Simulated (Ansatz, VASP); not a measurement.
# Ge4F in VASP and in Ansatz

```
Ge F
1.0
     4.03036    0.00000    0.00000
     0.00000    4.03036    0.00000
     0.00000    0.00000   21.64166
Ge F
4 1
Cartesian
  0.0000 2.0152 4.0000
  0.0000 0.0000 5.4249
  2.0152 0.0000 6.9179
  2.0152 2.0152 8.3417
  2.0152 4.0304 11.6417
```

Alike in both runs: task single point; functional PBE; dispersion D3(BJ); k mesh 7 × 7 × 1; occupations gaussian, width 0.1 eV; no spin polarisation.

|  | VASP | Ansatz |
| --- | --- | --- |
| version | VASP 6.6.1 | Ansatz 0.2.0 |
| potentials or method | VASP PAW PBE potentials, release 64 (Ge_d, F), cutoff 520 eV | scalar-relativistic, plane waves, PAW |
| valence electrons in the cell | 63 | 63 |

|  | VASP | Ansatz | Ansatz less VASP |
| --- | --- | --- | --- |
| gap on the k mesh at the Fermi level (eV) | none | none | - |
| rms of the force components (eV/Å) | 0.211 | 0.211 | +0.0001 |

Atom by atom the forces differ by 0.002 eV/Å (rms over components). A gap of «none» marks a metal or a gap that the smearing closes.
